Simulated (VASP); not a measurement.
A run of VASP 6.6.1 is set up as follows.

The input INCAR:

```
SYSTEM = Ge
PREC     = Accurate       ! precision mode
ENCUT    = 520            ! plane-wave cutoff, eV
EDIFF    = 1E-6           ! SCF threshold, eV
ISMEAR   = -1             ! smearing method
SIGMA    = 0.05           ! smearing width, eV
LREAL    = .FALSE.        ! projectors in reciprocal space
LASPH    = .TRUE.         ! aspherical terms in the spheres
NELM     = 100            ! most SCF steps
ALGO     = Normal         ! electronic algorithm
ISIF     = 2              ! what is computed and relaxed
LWAVE    = .FALSE.        ! write WAVECAR
LCHARG   = .FALSE.        ! write CHGCAR
GGA      = RE             ! functional
IVDW     = 13             ! dispersion correction
NBANDS   = 21             ! bands
```

File KPOINTS:

```
Automatic mesh
0
G
  8 8 8
  0 0 0
```

Contents of POSCAR:

```
Ge
1.0
    0.0000000000      2.8289100000      2.8289100000
    2.8289100000      0.0000000000      2.8289100000
    2.8289100000      2.8289100000      0.0000000000
Ge
2
Direct
    0.7500000000      0.7500000000      0.7500000000
    0.5000000000      0.5000000000      0.5000000000
```

Potentials or basis: VASP PAW PBE potentials, release 64 (Ge_d).

Command:

```sh
$ cat potpaw_PBE.64/Ge_d/POTCAR > POTCAR
$ mpirun -np 1 vasp_std > vasp.out
```

Task: What does it give for the band gap on the k mesh?

Result: 0.12 eV, direct.

Task: Estimate the dispersion energy per atom.

Result: -0.540 eV.

Task: What does it give for the pressure?

Result: 0.7 GPa.

Caveat: the PAW data sets were made with another functional, which shifts forces and pressure a little.

**What was measured.**

“Electronic and optical properties of SixGe1-x-ySny alloys lattice-matched to Ge”, 2021, arxiv:2109.02782 reports, for a bulk crystal of Ge at 293 K: band gap 0.666 eV (indirect).

Against the measured gap of Ge, 0.666 eV (indirect; 293 K; “Electronic and optical properties of SixGe1-x-ySny alloys lattice-matched to Ge”, 2021, arxiv:2109.02782), the calculated 0.12 eV is off by -0.55 eV. 3 values of this kind are on record (0.666 to 0.807 eV); this one was drawn at random among those near their median. Spin-orbit coupling on Ge is left out. The value is that of revPBE+D4 on a finite k mesh, which can miss the band edges, without temperature or zero-point motion. Semilocal functionals fall short of measured gaps as a rule.
